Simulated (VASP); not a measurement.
Write the native input for VASP 6.6.1 that does the following.

```
Task                   : electric field gradients
Functional             : PBE
Potentials or basis    : VASP PAW PBE potentials, release 64 (Al, N)
Cutoff                 : 520 eV
k mesh                 : 12 × 12 × 12
Occupations            : fermi-dirac, width 0.02 eV
Spin                   : no spin polarisation
Dipole correction      : no
Further INCAR settings : ALGO = Normal; EDIFF = 1e-08; NBANDS = 11
```

The structure of AlN lies in POSCAR:

```
AlN
1.0
    0.0000000000      1.9690000000      1.9690000000
    1.9690000000      0.0000000000      1.9690000000
    1.9690000000      1.9690000000      0.0000000000
Al N
1 1
Direct
    0.0000000000      0.0000000000      0.0000000000
    0.5000000000      0.5000000000      0.5000000000
```

The input as run:

INCAR

```
SYSTEM = AlN
ALGO     = Normal         ! electronic algorithm
EDIFF    = 1E-8           ! SCF threshold, eV
ENCUT    = 520            ! plane-wave cutoff, eV
GGA      = PE             ! functional
ISIF     = 2              ! what is computed and relaxed
ISMEAR   = -1             ! smearing method
LASPH    = .True.         ! aspherical terms in the spheres
LCHARG   = .False.        ! write CHGCAR
LEFG     = .True.       
LREAL    = .False.        ! projectors in reciprocal space
LWAVE    = .False.        ! write WAVECAR
NBANDS   = 11             ! bands
NELM     = 100            ! most SCF steps
PREC     = Accurate       ! precision mode
SIGMA    = 0.02           ! smearing width, eV
```

KPOINTS

```
k-points
0
Gamma
  12 12 12
  0 0 0
```

Potentials or basis: VASP PAW PBE potentials, release 64 (Al, N).

Run with:

```console
$ cat potpaw_PBE.64/Al/POTCAR potpaw_PBE.64/N/POTCAR > POTCAR
$ mpirun -np 1 vasp_std > vasp.out
```

It gave:

| Quantity | Value |
| --- | --- |
| Pressure | 30.1 GPa |
| Band gap on the k mesh | 5.16 eV, indirect (least direct gap 6.87 eV) |

Caveat: without QUAD_EFG the Cq values of the log hold for a quadrupole moment of 1 mb, not for the nuclei.

Run time: 18 s on 1 thread of AMD EPYC 9R45 (Zen 5) (shared host), peak memory 0.1 GiB.
